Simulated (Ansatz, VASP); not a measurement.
## Two plane-wave programs on Ca

The input INCAR:

```
ALGO = Normal
EDIFF = 1E-7
ENCUT = 520
GGA = PE
ISIF = 2
ISMEAR = -1
LASPH = T
LCHARG = F
LREAL = F
LWAVE = F
NBANDS = 28
NELM = 80
PREC = Accurate
SIGMA = 0.1
```

Contents of KPOINTS:

```
k-points
0
Gamma
  11 11 3
```

The input POSCAR:

```
Ca
1.0
    3.7984628496      0.0000000000      0.0000000000
   -1.8992314248      3.2895653231      0.0000000000
    0.0000000000      0.0000000000     12.4589463780
Ca
4
Direct
    0.0000000000      0.0000000000      0.0000000000
    0.0000000000      0.0000000000      0.5000000000
    0.3333333333      0.6666666667      0.2500000000
    0.6666666667      0.3333333333      0.7500000000
```

Input for Ansatz:

```yaml
crystal:
  lattice:
    - [3.7984628496, 0.0, 0.0]
    - [-1.8992314248, 3.2895653231, 0.0]
    - [0.0, 0.0, 12.458946378]
  atoms:
    - { symbol: Ca, position: [0.0, 0.0, 0.0] }
    - { symbol: Ca, position: [0.0, 0.0, 0.5] }
    - { symbol: Ca, position: [0.3333333333, 0.6666666667, 0.25] }
    - { symbol: Ca, position: [0.6666666667, 0.3333333333, 0.75] }
hamiltonian:
  xc: pbe
  pseudopotentials:
    kind: paw
    azcp:
      Ca: "pseudopotentials/Ca.paw.azcp"
basis:
  ecutwfc: 420
  fft_grid_basis: typed
kpoints:
  mp_grid: { grid: [11, 11, 3], shift: [0, 0, 0] }
magnetization:
  spin_polarized: false
scf:
  occupations: { method: fermi_dirac, width: 0.1 }
  lower_state_search: "off"
output:
  stress: true
```

Alike in both runs: task single point; functional PBE; k mesh 11 × 11 × 3; occupations fermi-dirac, width 0.1 eV; no spin polarisation.

```csv
,VASP,Ansatz
version,VASP 6.6.1,Ansatz 0.2.0
potentials or method,"VASP PAW PBE potentials, release 64 (Ca_sv), cutoff 520 eV","plane waves (420 eV) with PAW, scalar-relativistic"
valence electrons in the cell,40,40
```

```tsv
	VASP	Ansatz	Ansatz less VASP
pressure (GPa)	1.7	1.7	-0.02
traceless stress, the component that is largest in VASP (GPa)	0.06	0.06	0.000
```
